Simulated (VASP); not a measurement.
Wanted: the native input for a VASP 6.6.1 run.

```yaml
Task: single point
Functional: PBEsol
Potentials_or_basis: VASP PAW PBE potentials, release 64 (I, Cu)
Cutoff: 520 eV
k_mesh: 8 × 8 × 8
Occupations: fermi-dirac, width 0.05 eV
Spin: no spin polarisation
Hubbard_terms: Cu d U = 4.0 eV
Dipole_correction: no
Further_INCAR_settings: ALGO = Normal; EDIFF = 1e-06; NBANDS = 16
```

The structure of CuI (Marshite) lies in POSCAR:

```
CuI
1.0
    0.0000000000      3.0315000000      3.0315000000
    3.0315000000      0.0000000000      3.0315000000
    3.0315000000      3.0315000000      0.0000000000
I Cu
1 1
Direct
    0.0000000000      0.0000000000      0.0000000000
    0.7500000000      0.7500000000      0.7500000000
```

One way to write it, as run:

INCAR

```
PREC = Accurate
ENCUT = 520
EDIFF = 1E-6
ISMEAR = -1
SIGMA = 0.05
LREAL = F
LASPH = T
NELM = 150
ALGO = Normal
ISIF = 2
LWAVE = F
LCHARG = T
LMAXMIX = 4
LDAU = T
LDAUTYPE = 2
LDAUL = -1 2
LDAUU = 0 4
LDAUJ = 0 0
LDAUPRINT = 1
GGA = PS
LELF = T
LVHAR = T
NBANDS = 16
```

KPOINTS

```
Automatic mesh
0
Gamma
  8 8 8
```

Potentials or basis: VASP PAW PBE potentials, release 64 (I, Cu).

Run with:

```console
$ cat potpaw_PBE.64/I/POTCAR potpaw_PBE.64/Cu/POTCAR > POTCAR
$ mpirun -np 1 vasp_std > vasp.out
```

It gave:

The pressure is -1.8 GPa and the band gap on the k mesh is 1.63 eV, direct.

Caveat: the PAW data sets were made with another functional, which shifts forces and pressure a little; spin-orbit coupling is left out, which moves the levels of the heavy elements.

It took 8.5 s on 1 thread of Intel(R) Xeon(R) 6975P-C (Granite Rapids), with other jobs on the host, peak memory 0.18 GiB.
